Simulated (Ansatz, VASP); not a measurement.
Two plane-wave programs on InSb

The input INCAR:

```
SYSTEM = InSb
PREC = Accurate
ENCUT = 520
EDIFF = 1E-7
ISMEAR = 0
SIGMA = 0.15
LREAL = .FALSE.
LASPH = .TRUE.
NELM = 80
ALGO = Normal
ISIF = 2
LWAVE = .FALSE.
LCHARG = .FALSE.
GGA = PE
IVDW = 12
NBANDS = 16
```

KPOINTS

```
regular mesh
0
G
  12 12 12
  0 0 0
```

File POSCAR:

```
InSb
1.0
    3.8457285200      0.0000000000      0.0000000000
    0.0000000000      3.7695754800      0.0000000000
    0.0000000000      0.0000000000      3.8076520000
In Sb
1 1
Direct
    0.0000000000      0.0000000000      0.0000000000
    0.5000000000      0.5000000000      0.5000000000
```

Input for Ansatz:

```yaml
crystal:
  lattice:
    - [3.84572852, 0.0, 0.0]
    - [0.0, 3.76957548, 0.0]
    - [0.0, 0.0, 3.807652]
  atoms:
    - { symbol: In, position: [0.0, 0.0, 0.0] }
    - { symbol: Sb, position: [0.5, 0.5, 0.5] }
basis:
  ecutwfc: 420
kpoints:
  mp_grid: { grid: [12, 12, 12] }
hamiltonian:
  xc: pbe
  dispersion: d3bj
scf:
  occupations: { method: gaussian, width: 0.15 }
output:
  forces: true
  stress: true
  eigenvalues: true
  write_density: true
  write_potential: true
  elf: true
  volumetric_format: npy
```

Change from the starting cell: strain +0.0100 x Voigt [1, -1, 0, 0, 0, 0], atoms carried along.

Alike in both runs: task single point; functional PBE; dispersion D3(BJ); k mesh 12 × 12 × 12; occupations gaussian, width 0.15 eV; no spin polarisation.

|  | VASP | Ansatz |
| --- | --- | --- |
| version | VASP 6.6.1 | Ansatz 0.2.0 |
| potentials or method | VASP PAW PBE potentials, release 64 (In_d, Sb), cutoff 520 eV | scalar-relativistic, plane waves, PAW |
| valence electrons in the cell | 18 | 28 |

Ansatz gave:

- gap on the k mesh at the Fermi level (eV): none
- pressure (GPa): -2.5
- traceless stress, the component that is largest in VASP (GPa): -0.11

Problem. Which values does VASP return?

Solution. gap on the k mesh at the Fermi level (eV): none; pressure (GPa): -2.6; traceless stress, the component that is largest in VASP (GPa): -0.11.

A gap of «none» marks a metal or a gap that the smearing closes. VASP's potentials hold 18 valence electrons a cell and Ansatz's 28, so a difference there can come from the potentials and not from the codes.

Spin-orbit coupling is off throughout.
